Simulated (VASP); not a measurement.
Write the native input for VASP 6.6.1 that does the following.

| Quantity | Value |
| --- | --- |
| Task | single point |
| Functional | PBE |
| Potentials or basis | VASP PAW PBE potentials, release 64 (Au) |
| Cutoff | 520 eV |
| k mesh | 18 × 18 × 10 |
| Occupations | gaussian, width 0.15 eV |
| Spin | no spin polarisation |
| Dipole correction | no |
| Further INCAR settings | ALGO = Fast; EDIFF = 1e-07; NBANDS = 18 |

The structure of Au lies in POSCAR:

```
Au
1.0
    2.8999984104      0.0000000000      0.0000000000
   -1.4499992052      2.5114722944      0.0000000000
    0.0000000000      0.0000000000      4.8800000000
Au
2
Direct
    0.4102544149      0.7229768066      0.7295081967
    0.6666666667      0.3333333333      0.2500000000
```

This cell differs from its parent crystal: atom 1 (Au) moved by (+0.200, -0.100) A along [1 1 0] and z.

The input as run:

INCAR

```
SYSTEM = Au
  PREC = Accurate
  ENCUT = 520
  EDIFF = 1E-7
  ISMEAR = 0
  SIGMA = 0.15
  LREAL = .FALSE.
  LASPH = .TRUE.
  NELM = 100
  ALGO = Fast
  ISIF = 2
  LWAVE = .FALSE.
  LCHARG = .TRUE.
  GGA = PE
  LELF = .TRUE.
  LVHAR = .TRUE.
  NBANDS = 18
```

KPOINTS

```
regular mesh
0
G
  18 18 10
  0 0 0
```

Potentials or basis: VASP PAW PBE potentials, release 64 (Au).

The run is started by

```console
$ cat potpaw_PBE.64/Au/POTCAR > POTCAR
$ mpirun -np 1 vasp_std > vasp.out
```

Results of the run:

- Pressure: 2.8 GPa
- Largest force: 0.713 eV/Å
- Band gap on the k mesh: zero (bands 11 and 12 overlap by 6.37 eV)

Caveat: the cell differs from its parent crystal (atom 1 (Au) moved by (+0.200, -0.100) A along [1 1 0] and z); spin-orbit coupling is left out, which moves the levels of the heavy elements.

Wall time 5.2 min on 1 thread of Intel(R) Xeon(R) 6975P-C (Granite Rapids), with other jobs on the host, peak memory 0.87 GiB.
